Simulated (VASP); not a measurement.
A run of VASP 6.6.1 is set up as follows.

The input INCAR:

```
PREC = Accurate
ENCUT = 500
EDIFF = 1E-6
ISMEAR = -4
SIGMA = 0.1
LREAL = F
LASPH = T
NELM = 120
ALGO = Normal
ISIF = 2
LWAVE = F
LCHARG = F
GGA = PE
NBANDS = 15
GGA_COMPAT = F
```

File KPOINTS:

```
Automatic mesh
0
Gamma
  3 3 2
```

The input POSCAR:

```
HfB2
1.0
    3.1326790839      0.0000000000      0.0000000000
   -1.5663395419      2.7129796685      0.0000000000
    0.0000000000      0.0000000000      3.4792139900
Hf B
1 2
Direct
    0.0000000000      0.0000000000      0.0000000000
    0.3333333333      0.6666666667      0.5000000000
    0.6666666667      0.3333333333      0.5000000000
```

Potentials or basis: VASP PAW PBE potentials, release 64 (Hf_pv, B).

Run with:

```bash
$ cat potpaw_PBE.64/Hf_pv/POTCAR potpaw_PBE.64/B/POTCAR > POTCAR
$ mpirun -np 1 vasp_std > vasp.out
```

Q: What does it give for the band gap on the k mesh?

A: Zero (filled and empty bands touch).

Q: What does it give for the pressure?

A: 1.5 GPa.

Stress tensor (GPa, compression positive):
```
 3.87  0.00  0.00
 0.00  3.87  0.00
 0.00  0.00 -3.28
```

Caveat: the k points lie up to 0.90 Å⁻¹ apart; spin-orbit coupling is left out, which moves the levels of the heavy elements.
